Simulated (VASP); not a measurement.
# TiSi16 (a cell with a defect) in VASP: a series of runs

The runs below take TiSi16 (a cell with a defect) through single point, with PBEsol.

All numbers are computed with VASP 6.6.1; they aren't measurements. Logs are shortened: lines on timing, memory, paths and dates and some standing lists are left out, and cuts for length are marked.

### 1 The cell of the first run

The cell holds a defect, 17 atoms: a = 7.679 Å, b = 7.679 Å, c = 7.679 Å, α = 60.00°, β = 60.00°, γ = 60.00°.

### 2 Single point, PBEsol

Input file INCAR:

```
SYSTEM = TiSi16
  ALGO = Normal
  EDIFF = 1E-7
  ENCUT = 520
  GGA = PS
  ISIF = 2
  ISMEAR = -1
  LASPH = .TRUE.
  LCHARG = .FALSE.
  LREAL = Auto
  LWAVE = .FALSE.
  NBANDS = 52
  NELM = 80
  PREC = Accurate
  SIGMA = 0.02
```

Input file KPOINTS:

```
k-points
0
G
  2 2 2
  0 0 0
```

Input file POSCAR:

```
TiSi16
1.0
    0.0000000000      5.4300000000      5.4300000000
    5.4300000000      0.0000000000      5.4300000000
    5.4300000000      5.4300000000      0.0000000000
Si Ti
16 1
Direct
   -0.0030659300      0.0032622468     -0.0034675875
    0.1209209024      0.1371951197      0.1205656538
   -0.0032142726      0.0033245856      0.5024275322
    0.1292623389      0.1238724678      0.6229593923
    0.0001295580      0.5002728361     -0.0006660221
    0.1209299263      0.6212991713      0.1205779926
   -0.0032104972      0.4974252302      0.5024394107
    0.1208569982      0.6214035912      0.6363039595
    0.5029048803      0.0031980663     -0.0035879374
    0.6233584715      0.1238628913      0.1288829650
    0.4997195212      0.0004381215      0.4993561694
    0.6232773481      0.1238267035      0.6228725599
    0.5029155617      0.4974494475     -0.0035827808
    0.6370052486      0.6212868324      0.1203929098
    0.5028987109      0.4973799263      0.5023007366
    0.6232816759      0.6299765193      0.6228774401
    0.2499925414      0.7502910681      0.2494151934
```

Potentials or basis: VASP PAW PBE potentials, release 64 (Si, Ti_sv).

Command:

```console
cat potpaw_PBE.64/Si/POTCAR potpaw_PBE.64/Ti_sv/POTCAR > POTCAR
mpirun -np 1 vasp_std > vasp.out
```

OUTCAR:

```text
SYSTEM = TiSi16
   EDIFF = 1E-7
   ENCUT = 520
   GGA = PS
   ISIF = 2
   ISMEAR = -1
   LASPH = .TRUE.
   LREAL = Auto
   NELM = 80
   PREC = Accurate

 ion  position               nearest neighbor table
   1  0.997  0.003  0.997-   4 2.34  10 2.34   2 2.40   6 2.40  17 2.75
   2  0.121  0.137  0.121-   5 2.28   3 2.39   1 2.40   9 2.40  17 2.43
   3  0.997  0.003  0.502-  12 2.34   4 2.34   2 2.39   8 2.40  17 2.75
   4  0.129  0.124  0.623-  11 2.32   7 2.34   3 2.34   1 2.34
   5  0.000  0.500  0.999-   8 2.28   6 2.28   2 2.28  14 2.28
   6  0.121  0.621  0.121-   5 2.28   7 2.39   1 2.40  13 2.40  17 2.43
   7  0.997  0.497  0.502-  16 2.34   4 2.34   6 2.39   8 2.39  17 2.75
   8  0.121  0.621  0.636-   5 2.28   7 2.39   3 2.40  15 2.40  17 2.43
   9  0.503  0.003  0.996-  12 2.34  10 2.34  14 2.40   2 2.40  17 2.75
  10  0.623  0.124  0.129-  11 2.32   1 2.34  13 2.34   9 2.34
  11  0.500  0.000  0.499-   4 2.32  16 2.32  12 2.32  10 2.32
  12  0.623  0.124  0.623-  11 2.32   3 2.34   9 2.34  15 2.34
  13  0.503  0.497  0.996-  16 2.34  10 2.34  14 2.39   6 2.40  17 2.75
  14  0.637  0.621  0.120-   5 2.28  13 2.39  15 2.39   9 2.40  17 2.43
  15  0.503  0.497  0.502-  12 2.34  16 2.34  14 2.39   8 2.40  17 2.75
  16  0.623  0.630  0.623-  11 2.32   7 2.34  13 2.34  15 2.34
  17  0.250  0.750  0.249-   8 2.43   6 2.43   2 2.43  14 2.43  15 2.75   9 2.75  13 2.75   1 2.75
                             3 2.75   7 2.75

  LATTYP: Found a face centered cubic cell.
 ALAT       =    10.8600000000

  Lattice vectors:

 A1 = (   0.0000000000,   5.4300000000,   5.4300000000)
 A2 = (   5.4300000000,   0.0000000000,   5.4300000000)
 A3 = (   5.4300000000,   5.4300000000,   0.0000000000)

Analysis of symmetry for initial positions (statically):
=====================================================================
 Subroutine PRICEL returns:
 Original cell was already a primitive cell.

 Routine SETGRP: Setting up the symmetry group for a
 face centered cubic supercell.

 Subroutine GETGRP returns: Found  1 space group operations
 (whereof  1 operations were pure point group operations)
 out of a pool of 48 trial point group operations.

The static configuration has the point symmetry C_1 .

Analysis of symmetry for dynamics (positions and initial velocities):
=====================================================================
 Subroutine PRICEL returns:
 Original cell was already a primitive cell.

 Routine SETGRP: Setting up the symmetry group for a
 face centered cubic supercell.

 Subroutine GETGRP returns: Found  1 space group operations
 (whereof  1 operations were pure point group operations)
 out of a pool of 48 trial point group operations.

The dynamic configuration has the point symmetry C_1 .

 Subroutine INISYM returns: Found  1 space group operations
 (whereof  1 operations are pure point group operations),
 and found     1 'primitive' translations

----------------------------------------------------------------------------------------

                                     Primitive cell

  volume of cell :     320.2060

  direct lattice vectors                    reciprocal lattice vectors
     0.000000000  5.430000000  5.430000000    -0.092081031  0.092081031  0.092081031
     5.430000000  0.000000000  5.430000000     0.092081031 -0.092081031  0.092081031
     5.430000000  5.430000000  0.000000000     0.092081031  0.092081031 -0.092081031

  length of vectors
     7.679179644  7.679179644  7.679179644     0.159489025  0.159489025  0.159489025

  position of ions in fractional coordinates (direct lattice)
     0.996934070  0.003262247  0.996532413
     0.120920902  0.137195120  0.120565654
     0.996785727  0.003324586  0.502427532
     0.129262339  0.123872468  0.622959392
     0.000129558  0.500272836  0.999333978
     0.120929926  0.621299171  0.120577993
[... 9 lines left out ...]
     0.623281676  0.629976519  0.622877440
     0.249992541  0.750291068  0.249415193

  ion indices of the primitive-cell ions
   primitive index   ion index
                 1           1
                 2           2
                 3           3
                 4           4
                 5           5
                 6           6
[... 9 lines left out ...]
                16          16
                17          17

----------------------------------------------------------------------------------------

 KPOINTS: k-points

Automatic generation of k-mesh.
 Grid dimensions read from file:
 generate k-points for:    2    2    2

 Generating k-lattice:

  Cartesian coordinates                     Fractional coordinates (reciprocal lattice)
    -0.046040516  0.046040516  0.046040516     0.500000000  0.000000000  0.000000000
     0.046040516 -0.046040516  0.046040516     0.000000000  0.500000000  0.000000000
     0.046040516  0.046040516 -0.046040516     0.000000000  0.000000000  0.500000000

  Length of vectors
     0.079744512  0.079744512  0.079744512

  Shift w.r.t. Gamma in fractional coordinates (k-lattice)
     0.000000000  0.000000000  0.000000000

 Subroutine IBZKPT returns following result:
 ===========================================

 Found      8 irreducible k-points:

 Following reciprocal coordinates:
            Coordinates               Weight
  0.000000  0.000000  0.000000      1.000000
  0.500000  0.000000  0.000000      1.000000
  0.000000  0.500000  0.000000      1.000000
  0.000000  0.000000  0.500000      1.000000
  0.500000  0.500000  0.500000      1.000000
  0.500000  0.500000  0.000000      1.000000
  0.000000  0.500000  0.500000      1.000000
  0.500000  0.000000  0.500000      1.000000
   k-points           NKPTS =      8   k-points in BZ     NKDIM =      8   number of bands    NBANDS=     52
   number of dos      NEDOS =    301   number of ions     NIONS =     17
   total plane-waves  NPLWV = 216000
   dimension x,y,z NGX =    60 NGY =   60 NGZ =   60
   dimension x,y,z NGXF=   120 NGYF=  120 NGZF=  120
   ions per type =              16   1
   NGX,Y,Z   is equivalent  to a cutoff of  12.99, 12.99, 12.99 a.u.
   NGXF,Y,Z  is equivalent  to a cutoff of  25.98, 25.98, 25.98 a.u.
 SYSTEM =  TiSi16
   PREC   = accura    normal or accurate (medium, high low for compatibility)
   ISTART =      0    job   : 0-new  1-cont  2-samecut
   ICHARG =      2    charge: 1-file 2-atom 10-const
   ISPIN  =      1    spin polarized calculation?
   LNONCOLLINEAR =      F non collinear calculations
   LSORBIT =      F    spin-orbit coupling
   LASPH  =      T    aspherical Exc in radial PAW
   ENCUT  =  520.0 eV  38.22 Ry    6.18 a.u.  14.28 14.28 14.28*2*pi/ulx,y,z
   NELM   =     80;   NELMIN=  2; NELMDL= -5     # of ELM steps
   EDIFF  = 0.1E-06   stopping-criterion for ELM
   LREAL  =      T    real-space projection
   EDIFFG = 0.1E-05   stopping-criterion for IOM
   NSW    =      0    number of steps for IOM
   IBRION =     -1    ionic relax: 0-MD 1-quasi-New 2-CG
   NFREE  =      0    steps in history (QN), initial steepest desc. (CG)
   ISIF   =      2    stress and relaxation
   ISYM   =      2    0-nonsym 1-usesym 2-fastsym
   POTIM  = 0.5000    time-step for ionic-motion
   TEBEG  =    0.0;   TEEND  =   0.0 temperature during run
   PSTRESS=    0.0 pullay stress
   NELECT =      76.0000    total number of electrons
   NUPDOWN=      -1.0000    fix difference up-down
   EMIN   =  10.00;   EMAX   =-10.00  energy-range for DOS
   EFERMI =   0.00;   METHOD = LEGACY
   ISMEAR =    -1;   SIGMA  =   0.02  broadening in eV -4-tet -1-fermi 0-gaus
   EFERMI_NEDOS =   21; number of points for ismear=-14 and -15
   IALGO  =     38    algorithm
   IMIX   =      4    mixing-type and parameters
     AMIX     =   0.40;   BMIX     =  1.00
     AMIX_MAG =   1.60;   BMIX_MAG =  1.00
  volume/ion in A,a.u.               =      18.84       127.11
  Fermi-wavevector in a.u.,A,eV,Ry     =   1.013607  1.915439 13.978610  1.027399
  Thomas-Fermi vector in A             =   2.146786
   LORBIT       =      0    0 simple, 1 ext, 2 COOP (PROOUT), +10 PAW based schemes
   GGA     = PS    functional components
   LHFCALC =     F    Hartree Fock is set to
   AEXX    =    0.0000 exact exchange contribution
   IVDW    =     0    specifies the selected vdW correction
   LEPSILON=     F    determine dielectric tensor
   LRPA    =     F    only Hartree local field effects (RPA)
 non-spin polarized calculation
  energy-cutoff  :      520.00
  volume of cell :      320.21
 maximum number of plane-waves:      8646
 NGX is ok and might be reduce to    60
   NGX = 29   NGY = 29   NGZ = 29

 number of electron      75.9999998 magnetization

 Free energy of the ion-electron system (eV)
  ---------------------------------------------------
  ext. energy  EPLUGINS =         0.00000000
  ---------------------------------------------------
  free energy    TOTEN  =       -98.32623845 eV

  energy without entropy =      -98.30362259  energy(sigma->0) =      -98.31493052

 E-fermi :   6.8209     XC(G=0):  -9.8812

 val. band max:        6.7764873695   @ k =   0.5000   0.0000   0.5000
 cond. band min:       6.8520714890   @ k =   0.5000   0.5000   0.5000
 fundamental gap:      0.0755841195
 Fermi energy:         6.8208612903

 k-point     1 :       0.0000    0.0000    0.0000
  band No.  band energies     occupation
      1     -49.7272      2.00000
      2     -26.2054      2.00000
      3     -26.2044      2.00000
      4     -26.2041      2.00000
      5      -5.7882      2.00000
      6      -3.5560      2.00000
[... 42 lines left out ...]
     49       8.0810      0.00000
     50       8.3881      0.00000

 k-point     2 :       0.5000    0.0000    0.0000
  band No.  band energies     occupation
      1     -49.7272      2.00000
      2     -26.2054      2.00000
      3     -26.2044      2.00000
      4     -26.2041      2.00000
      5      -5.0788      2.00000
      6      -4.8639      2.00000
[... 310 lines left out ...]
 k-point     8 :       0.5000    0.0000    0.5000
  band No.  band energies     occupation
      1     -49.7272      2.00000
      2     -26.2054      2.00000
      3     -26.2044      2.00000
      4     -26.2041      2.00000
      5      -4.7514      2.00000
      6      -4.6718      2.00000
[... 42 lines left out ...]
     49       9.7628      0.00000
     50      10.4203      0.00000
 [bands above 50 left out]

------------------------ aborting loop because EDIFF is reached ----------------------------------------

  FORCE on cell =-STRESS in cart. coord.  units (eV):
  Direction    XX          YY          ZZ          XY          YZ          ZX
  --------------------------------------------------------------------------------------
  -------------------------------------------------------------------------------------
  Total        4.1189010      4.1178856      4.1186552     -0.0041692      0.0038908     -0.0064988
  in kB       20.6092628     20.6041817     20.6080328     -0.0208611      0.0194682     -0.0325174
  external PRESSURE =      20.6071591 kB  Pullay stress =       0.0000000 kB

 VOLUME and BASIS-vectors are now :
 -----------------------------------------------------------------------------
  energy-cutoff  :      520.00
  volume of cell :      320.21
      direct lattice vectors                 reciprocal lattice vectors
     0.000000000  5.430000000  5.430000000    -0.092081031  0.092081031  0.092081031
     5.430000000  0.000000000  5.430000000     0.092081031 -0.092081031  0.092081031
     5.430000000  5.430000000  0.000000000     0.092081031  0.092081031 -0.092081031

 POSITION                                       TOTAL-FORCE (eV/Angst)
 -----------------------------------------------------------------------------------
      5.42888     10.82452      5.43107         0.000031     -0.002762     -0.000201
      1.39964      1.31127      1.40157         0.000197     -0.003730      0.000959
      2.74623      8.14073      5.43060         0.001504      0.000325      0.000168
      4.05530      4.08456      1.37452        -0.003514      0.005098      0.003605
      8.14287      5.42709      2.71718         0.002320      0.003594     -0.002419
      4.02839      1.31139      4.03030        -0.000999     -0.003359     -0.000471
[... 9 lines left out ...]
      6.80300      6.76664      6.80519         0.003842     -0.002404      0.002426
      5.42840      2.71178      5.43154         0.000055     -0.005259      0.000233
 -----------------------------------------------------------------------------------
    total drift:                               -0.001241     -0.008333      0.001342

  FREE ENERGIE OF THE ION-ELECTRON SYSTEM (eV)
  ---------------------------------------------------
  free  energy   TOTEN  =       -98.3262384536 eV

  energy  without entropy=      -98.3036225924  energy(sigma->0) =      -98.31493052
```

It took 2.3 min on 1 thread of Intel Xeon 6975P-C (Granite Rapids), shared host; peak memory 0.5 GiB.

What came out:

- Free energy: -98.3262 eV
- Pressure: 2.1 GPa
- Largest force: 0.007 eV/Å
- Band gap on the k mesh: zero (band 38 reaches 6.85 eV, above the bottom of band 39 at 6.44 eV)

Forces in eV/Å, atoms in the order of the input:
```
Si   0.000 -0.003  0.000
Si   0.000 -0.004  0.001
Si   0.002  0.000  0.000
Si  -0.004  0.005  0.004
Si   0.002  0.004 -0.002
Si  -0.001 -0.003  0.000
Si   0.000  0.001 -0.002
Si   0.000  0.000  0.000
Si   0.000  0.001  0.003
Si   0.003  0.005 -0.003
Si   0.000  0.003  0.000
Si  -0.002 -0.002 -0.004
Si  -0.003  0.001  0.000
Si  -0.001  0.000  0.001
Si   0.000  0.001  0.000
Si   0.004 -0.002  0.002
Ti   0.000 -0.005  0.000
```

Caveat: the k points lie up to 0.50 Å⁻¹ apart; the PAW data sets were made with another functional, which shifts forces and pressure a little.

(Continued in part 2 of 2.)
